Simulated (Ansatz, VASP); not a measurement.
InAs in VASP and in Ansatz

```xyz
2
Lattice="0.0000 3.0180 3.0180 3.0180 0.0000 3.0180 3.0180 3.0180 0.0000" Properties=species:S:1:pos:R:3 pbc="T T T"
In    0.0000    0.0000    0.0000
As    4.5270    4.5270    4.5270
```

Alike in both runs: functional PBE; k mesh 6 × 6 × 6; occupations fermi-dirac, width 0.05 eV; non-collinear spin, spin-orbit coupling.

|  | VASP | Ansatz |
| --- | --- | --- |
| version | VASP 6.6.1 | Ansatz 0.2.0 |
| potentials or method | VASP PAW PBE potentials, release 64 (In_d, As), cutoff 520 eV | all-electron LAPW, relativistic spinors |
| task | single point | band structure |

Ansatz gave:

| Property | Result |
| --- | --- |
| pressure (GPa) | 4.3 |
| net moment per atom (μB) | 0.00 |

**Question.** What did VASP give for the same quantities?

**Answer.** Pressure (GPa): 4.4; net moment per atom (μB): 0.00.

Ansatz ran all-electron here, and VASP with PAW potentials.

Noted on Ansatz's run: the k mesh is thin for a metal, which can move the energy by tens of meV per atom.
